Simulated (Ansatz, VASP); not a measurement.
# One calculation of GaB, two programs

Contents of INCAR:

```
PREC = Accurate
ENCUT = 520
EDIFF = 1E-6
ISMEAR = -1
SIGMA = 0.05
LREAL = False
LASPH = True
NELM = 100
ALGO = Normal
ISIF = 2
LWAVE = False
LCHARG = False
GGA = RE
NBANDS = 15
```

The input KPOINTS:

```
Automatic mesh
0
Gamma
  6 6 5
```

Contents of POSCAR:

```
GaB
1.0
    2.7182400000      0.0000000000      0.0000000000
    0.0000000000      2.7182400000      0.0000000000
    0.0000000000      0.0000000000      3.2362100000
Ga B
1 1
Direct
    0.5000000000      0.5000000000      0.5000000000
    0.0000000000      0.0000000000      0.0000000000
```

File input.yaml:

```yaml
crystal:
  lattice:
    - [2.71824, 0.0, 0.0]
    - [0.0, 2.71824, 0.0]
    - [0.0, 0.0, 3.23621]
  atoms:
    - { symbol: Ga, position: [0.5, 0.5, 0.5] }
    - { symbol: B, position: [0.0, 0.0, 0.0] }
hamiltonian:
  xc: revpbe
  pseudopotentials: { kind: paw }
kpoints:
  mp_grid: { grid: [6, 6, 5] }
  band_path:
    path:
      - [[0.0, 0.0, 0.0], [0.0, 0.5, 0.0], [0.5, 0.5, 0.0], [0.0, 0.0, 0.0], [0.0, 0.0, 0.5], [0.0, 0.5, 0.5], [0.5, 0.5, 0.5], [0.0, 0.0, 0.5]]
      - [[0.0, 0.5, 0.0], [0.0, 0.5, 0.5]]
      - [[0.5, 0.5, 0.0], [0.5, 0.5, 0.5]]
    npoints: 14
scf:
  occupations: { method: fermi_dirac, width: 0.05 }
  n_extra_bands: 6
output:
  forces: true
  stress: true
  eigenvalues: true
  fatbands: true
```

Alike in both runs: functional revPBE; k mesh 6 × 6 × 5; occupations fermi-dirac, width 0.05 eV; no spin polarisation.

|  | VASP | Ansatz |
| --- | --- | --- |
| version | VASP 6.6.1 | Ansatz 0.2.0 |
| potentials or method | VASP PAW PBE potentials, release 64 (Ga_d, B) | Ansatz PAW |
| plane-wave cutoff (eV) | 520 | 420 |
| valence electrons in the cell | 16 | 16 |
| task | single point | band structure |

```tsv
	VASP	Ansatz	Ansatz less VASP
gap on the k mesh at the Fermi level (eV)	none	none	-
pressure (GPa)	2.2	1.9	-0.20
traceless stress, the component that is largest in VASP (GPa)	-2.28	-2.28	0.000
```

VASP's potentials were made for PBE, not for revPBE. A gap of «none» marks a metal or a gap that the smearing closes.

The k mesh is coarse, so the values compare programs but aren't converged.
